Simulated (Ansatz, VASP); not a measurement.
# Two plane-wave programs on Ti

```
Ti
1.0
     2.95000    0.00000    0.00000
    -1.47500    2.55477    0.00000
     0.00000    0.00000    4.68000
Ti
2
Direct
  0.33333 0.66667 0.25000
  0.66862 0.33725 0.75000
```

Alike in both runs: task single point; functional r2SCAN; k mesh 11 × 11 × 6; occupations fermi-dirac, width 0.05 eV; no spin polarisation.

```csv
,VASP,Ansatz
version,VASP 6.6.1,Ansatz 0.2.0
potentials or method,"VASP PAW PBE potentials, release 64 (Ti_sv)","plane waves, PAW"
plane-wave cutoff (eV),520,500
valence electrons in the cell,24,24
```

|  | VASP | Ansatz | Ansatz less VASP |
| --- | --- | --- | --- |
| rms of the force components (eV/Å) | 0.011 | 0.011 | -0.0002 |

VASP's potentials were made for PBE, not for r2SCAN. Atom by atom the forces differ by 0.000 eV/Å (rms over components). With one functional, cell and mesh, what is left measures potentials, basis and numerics.
